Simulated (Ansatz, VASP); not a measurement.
## One calculation of Zn, two programs

```
Zn
1.0
    -1.44352    1.44352    1.44352
     1.44352   -1.44352    1.44352
     1.44352    1.44352   -1.44352
Zn
1
Direct
  0.00000 0.00000 0.00000
```

Alike in both runs: task single point; functional LDA; k mesh 16 × 16 × 16; occupations fermi-dirac, width 0.1 eV; no spin polarisation.

|  | VASP | Ansatz |
| --- | --- | --- |
| version | VASP 6.6.1 | Ansatz 0.2.0 |
| potentials or method | VASP PAW LDA potentials, release 64 (Zn), cutoff 520 eV | plane waves (420 eV) with PAW, scalar-relativistic |
| valence electrons in the cell | 12 | 12 |

|  | VASP | Ansatz | Ansatz less VASP |
| --- | --- | --- | --- |
| pressure (GPa) | 18.3 | 17.2 | -1.09 |

Ansatz warns that its potentials were made for another functional, while VASP's fit it. LDA's correlation is that of Perdew and Zunger in VASP and of Perdew and Wang (1992) in Ansatz.
